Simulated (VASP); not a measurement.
A run of VASP 6.6.1 is set up as follows.

Contents of POSCAR:

```
Ru
1.0
    2.7058000000      0.0000000000      0.0000000000
   -1.3529000000      2.3432915376      0.0000000000
    0.0000000000      0.0000000000      4.2819000000
Ru
2
Direct
    0.6666666667      0.3333333333      0.7500000000
    0.3333333333      0.6666666667      0.2500000000
```

The input INCAR.step1:

```
SYSTEM = Ru
  PREC = Accurate
  ENCUT = 620
  ISMEAR = -1
  SIGMA = 0.05
  LREAL = .False.
  LASPH = .True.
  NELM = 120
  NBANDS = 23
  GGA = PE
  ALGO = Normal
  EDIFF = 1E-5
  LWAVE = .True.
  LCHARG = .False.
  GGA_COMPAT = .False.
```

Contents of INCAR.step2:

```
SYSTEM = Ru
  PREC = Accurate
  ENCUT = 620
  EDIFF = 1E-6
  ISMEAR = -1
  SIGMA = 0.05
  LREAL = .False.
  LASPH = .True.
  NELM = 120
  ALGO = Normal
  ISIF = 2
  LWAVE = .False.
  LCHARG = .False.
  METAGGA = R2SCAN
  LMIXTAU = .True.
  LUSE_VDW = .True.
  IVDW_NL = 2
  BPARAM = 11.95
  CPARAM = 0.0093
  NBANDS = 23
  ISTART = 1
  GGA_COMPAT = .False.
```

The input KPOINTS:

```
regular mesh
0
Gamma
  11 11 6
  0 0 0
```

Potentials or basis: VASP PAW PBE potentials, release 64 (Ru_sv).

The run is started by

```console
$ cat potpaw_PBE.64/Ru_sv/POTCAR > POTCAR
$ cp INCAR.step1 INCAR
$ mpirun -np 1 vasp_std > vasp.out
$ cp INCAR.step2 INCAR
$ mpirun -np 1 vasp_std > vasp.out
```

Question: Predict the pressure.

Answer: -4.2 GPa.

Question: Predict the band gap on the k mesh.

Answer: Zero (bands 16 and 17 overlap by 3.21 eV).

Stress tensor (GPa, compression positive):
```
-3.85  0.00  0.00
 0.00 -3.85  0.00
 0.00  0.00 -4.81
```

Caveat: the cell stands under tension; the PAW data sets were made with another functional, which shifts forces and pressure a little.
